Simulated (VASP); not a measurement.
# CuSi12O24 (a cell with a defect) in VASP: a series of runs, part 3 of 3

VASP 6.6.1. The steps go on from the part before.

## Step 6: Single point, PBE+D3(BJ), collinear spin

INCAR

```
SYSTEM = CuSi12O24
PREC     = Accurate       ! precision mode
ENCUT    = 520            ! plane-wave cutoff, eV
EDIFF    = 1E-6           ! SCF threshold, eV
ISMEAR   = 0              ! smearing method
SIGMA    = 0.05           ! smearing width, eV
LREAL    = Auto         
LASPH    = .True.         ! aspherical terms in the spheres
NELM     = 150            ! most SCF steps
ALGO     = Normal         ! electronic algorithm
ISIF     = 2              ! what is computed and relaxed
LWAVE    = .False.        ! write WAVECAR
LCHARG   = .False.        ! write CHGCAR
ISPIN    = 2              ! spin polarisation
MAGMOM   = 0 0 0 0 0 0 0 0 0 0 0 0 0 0 0 0 0 0 0 0 0 0 0 0 0 0 0 0 0 0 0 0 0 0 0 0 1 ! initial moments
LORBIT   = 11             ! projections on sites
LMAXMIX  = 4              ! l up to which the mixer works
GGA      = PE             ! functional
IVDW     = 12             ! dispersion correction
NBANDS   = 130            ! bands
LUSENCCL = .False.
```

KPOINTS

```
regular mesh
0
Gamma
  2 2 1
  0 0 0
```

POSCAR

```
CuSi12O24
1.0
   -2.4920500000      4.3163570000      5.4500000000
    4.9841000000      0.0000000000      5.4500000000
    4.9841000000      8.6327140000      0.0000000000
Si O Cu
12 24 1
Direct
    0.1082179988      0.5543002028      0.9543052566
    0.3974140307      0.9472577707      0.0328848138
   -0.0079326302     -0.0045532850      0.2685554625
    0.0936816587      0.5635887901      0.4545783059
    0.3884049279      0.9493433021      0.5274530553
   -0.0088177026     -0.0107680093      0.7639773035
    0.5899591896      0.0842465703      0.2015156261
    0.9033204390      0.4233971269      0.2837295074
    0.5015535023      0.5023126939      0.5048283034
    0.5830739565      0.0841100146      0.6999358653
    0.9255954724      0.4079457530      0.7918481386
    0.5060063060      0.5092405939      0.0224759456
    0.3210444289      0.4579049974      0.9953231309
    0.1711598566      0.0284625226      0.1195714419
    0.9375034118      0.5077142384      0.1065191410
    0.5758181573      0.3208569734      0.1527501558
    0.9258839321      0.1857227496      0.3354433054
    0.5577225969      1.0123948602      0.0756577695
    0.3183594061      0.4660196778      0.4704298000
    0.1603987025      0.0306099740      0.6092729037
    0.9407035899      0.5076912280      0.6166813853
    0.5716971441      0.3226510016      0.6391642028
    0.9361585073      0.1738021686      0.8353904203
    0.5469184599      1.0246672678      0.5674999941
    0.8074969115      0.9673560248      0.2286555089
    0.6799892679      0.5306213348      0.3571279851
    0.4147859926      0.0353171445      0.3509807639
    0.0607789173      0.8022920737      0.3953094095
    0.4349615275      0.7055522335      0.5600664743
    0.0610544553      0.4748184281      0.3385757597
    0.8018280528      0.9697805806      0.7250930498
    0.7079772276      0.5118366598      0.8822813634
    0.4155979150      0.0456637619      0.8566362828
    0.0645669344      0.7926838113      0.8858236393
    0.4432473500      0.7060889364      0.0814820862
    0.0977994389      0.4499838298      0.8371474602
    0.5068768470      0.6851901572      0.7532745820
```

Potentials or basis: VASP PAW PBE potentials, release 64 (Si, O, Cu).

On the command line:

```bash
cat potpaw_PBE.64/Si/POTCAR potpaw_PBE.64/O/POTCAR potpaw_PBE.64/Cu/POTCAR > POTCAR
mpirun -np 1 vasp_std > vasp.out
```

Wall time 1.7 min (1 × NVIDIA H100 80GB with 1 thread of AMD EPYC 7R13 (Zen 3), shared host); peak memory 1.8 GiB.

The run converged. Its results:

```
Free energy                                           : -289.1665 eV
Pressure                                              : 0.2 GPa
Largest force                                         : 0.030 eV/Å
Net moment                                            : 0.50 μB per cell
Site moments                                          : Si -0.00, +0.00 (each value once); O +0.02, +0.00, +0.01, +0.03 (each value once); Cu +0.13 μB
Valence electrons inside the program's atomic spheres : Si 1.61, 1.62, 1.60, 1.63, 1.58 (each value once); O 5.21, 5.24, 5.23, 5.22, 5.20 (each value once); Cu 9.93
Dispersion energy per atom                            : -0.149 eV
```

Forces in eV/Å, atoms in the order of the input:
```
Si  -0.012 -0.006  0.006
Si   0.003 -0.018  0.005
Si   0.000  0.018 -0.006
Si  -0.015  0.005 -0.002
Si  -0.005 -0.018 -0.015
Si   0.009  0.004 -0.008
Si  -0.017  0.006 -0.024
Si   0.017  0.002  0.008
Si   0.028 -0.005  0.008
Si  -0.016  0.006 -0.001
Si   0.003 -0.002 -0.009
Si   0.003  0.014  0.018
O    0.004 -0.001 -0.004
O    0.003  0.014 -0.006
O   -0.006  0.006  0.002
O   -0.007  0.001  0.003
O    0.000 -0.017  0.010
O    0.009 -0.003 -0.005
O    0.014  0.001  0.002
O    0.001  0.022 -0.009
O    0.002  0.000  0.004
O   -0.004 -0.006 -0.003
O   -0.006 -0.010  0.000
O    0.005  0.003 -0.005
O    0.005  0.005  0.009
O   -0.013  0.015 -0.001
O   -0.018 -0.012  0.016
O   -0.008 -0.009 -0.004
O    0.003 -0.014  0.020
O    0.008 -0.010 -0.007
O    0.009 -0.002  0.003
O   -0.010  0.009 -0.008
O   -0.006  0.006 -0.001
O   -0.013 -0.002 -0.008
O    0.008 -0.009  0.000
O    0.013  0.003  0.010
Cu   0.011  0.002  0.002
```

Stress tensor (GPa, compression positive):
```
 0.81 -0.11 -0.04
-0.11 -0.35 -0.44
-0.04 -0.44  0.27
```

Levels at points of the mesh, in eV from the Fermi level:
Spin up:
| k point | band 100 | band 101 | band 102 | band 103 | band 104 | band 105 |
| --- | --- | --- | --- | --- | --- | --- |
| (0.00, 0.00, 0.00) | -2.67 | -2.49 | -0.43 | 1.67 | 2.38 | 3.05 |
| (0.50, 0.00, 0.00) | -2.67 | -2.49 | -0.06 | 1.93 | 2.38 | 2.76 |
| (0.00, 0.50, 0.00) | -2.68 | -2.46 | -0.07 | 1.80 | 2.49 | 2.81 |
| (0.50, 0.50, 0.00) | -2.68 | -2.46 | 0.05 | 2.27 | 2.60 | 2.75 |
Spin down:
```
           k point  band 97  band 98  band 99  band 100  band 101  band 102  band 103  band 104  band 105  band 106
(0.00, 0.00, 0.00)    -2.81    -2.70    -2.64     -2.59     -2.42     -0.17      1.80      2.50      3.13      3.33
(0.50, 0.00, 0.00)    -2.82    -2.70    -2.64     -2.59     -2.42      0.28      1.97      2.50      2.81      3.11
(0.00, 0.50, 0.00)    -2.82    -2.69    -2.64     -2.61     -2.39      0.27      1.85      2.55      2.90      3.25
(0.50, 0.50, 0.00)    -2.83    -2.70    -2.64     -2.61     -2.39      0.41      2.35      2.72      2.78      3.11
```

Caveat: the k points lie up to 0.69 Å⁻¹ apart; semilocal functionals often make such compounds metallic where correlation or magnetic order opens a gap, which also shifts bond lengths.

## Step 7: Overview

```csv
spin,cell,gap on the mesh (eV),pressure (GPa),moment (μB),largest force (eV/Å)
"collinear, zero start","as given, atomic positions A",none,0.0,0.00,0.21
"collinear, zero start","as given, atomic positions B",none,0.0,0.00,0.13
"collinear, zero start","as given, atomic positions C",none,0.2,0.50,0.03
collinear,"as given, atomic positions D",none,0.3,0.50,0.03
collinear,"as given, atomic positions C",none,0.2,0.50,0.03
```

Alike in all rows: task single point; level PBE+D3(BJ); potentials or basis VASP PAW PBE potentials, release 64 (Si, O, Cu); k mesh 2 × 2 × 1; cutoff (eV) 520; smearing gaussian 0.05 eV.

Caveats: all runs use coarse meshes; semilocal functionals often make such compounds metallic where correlation or magnetic order opens a gap, which also shifts bond lengths; no moment was typed at the start, so none could form (at least some runs).

Absolute energies hang on the potentials; compare differences alone.
